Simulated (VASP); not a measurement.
Write the native input for VASP 6.6.1 that does the following.

* Task: single point
* Functional: PBE
* Potentials or basis: VASP PAW PBE potentials, release 64 (Ga_d, Ru_pv, Ir)
* Cutoff: 520 eV
* k mesh: 6 × 6 × 4
* Occupations: gaussian, width 0.1 eV
* Spin: no spin polarisation
* Dipole correction: no
* Further INCAR settings: ALGO = Fast; EDIFF = 1e-06; NBANDS = 39

The structure of Ga3IrRu lies in POSCAR:

```
Ga3IrRu
1.0
    4.2495212600      0.0000000000      0.0000000000
   -2.1247606300      3.6801933600      0.0000000000
    0.0000000000      0.0000000000      5.7022530100
Ga Ru Ir
3 1 1
Direct
    0.5000000000      0.0000000000      0.0000000000
    0.0000000000      0.5000000000      0.0000000000
    0.5000000000      0.5000000000      0.0000000000
    0.0000000000      0.0000000000      0.5000000000
    0.0000000000      0.0000000000      0.0000000000
```

The cell was built from a structure type or drawn by symmetry, and may not be a known phase.

The input as run:

INCAR

```
SYSTEM = Ga3IrRu
  PREC = Accurate
  ENCUT = 520
  EDIFF = 1E-6
  ISMEAR = 0
  SIGMA = 0.1
  LREAL = .False.
  LASPH = .True.
  NELM = 60
  ALGO = Fast
  ISIF = 2
  LWAVE = .False.
  LCHARG = .True.
  GGA = PE
  LELF = .True.
  LVHAR = .True.
  NBANDS = 39
```

KPOINTS

```
regular mesh
0
Gamma
  6 6 4
  0 0 0
```

Potentials or basis: VASP PAW PBE potentials, release 64 (Ga_d, Ru_pv, Ir).

Launch:

```console
$ cat potpaw_PBE.64/Ga_d/POTCAR potpaw_PBE.64/Ru_pv/POTCAR potpaw_PBE.64/Ir/POTCAR > POTCAR
$ mpirun -np 1 vasp_std > vasp.out
```

Results of the run:

```json
{
 "Pressure": "84.4 GPa",
 "Band gap on the k mesh": "zero (bands 31 and 32 overlap by 0.74 eV)"
}
```

Caveat: the cell stands under pressure; spin-orbit coupling is left out, which moves the levels of the heavy elements.

Run time: 3.5 min on 1 thread of Intel Xeon 8259CL, with other jobs on the host, peak memory 0.24 GiB.
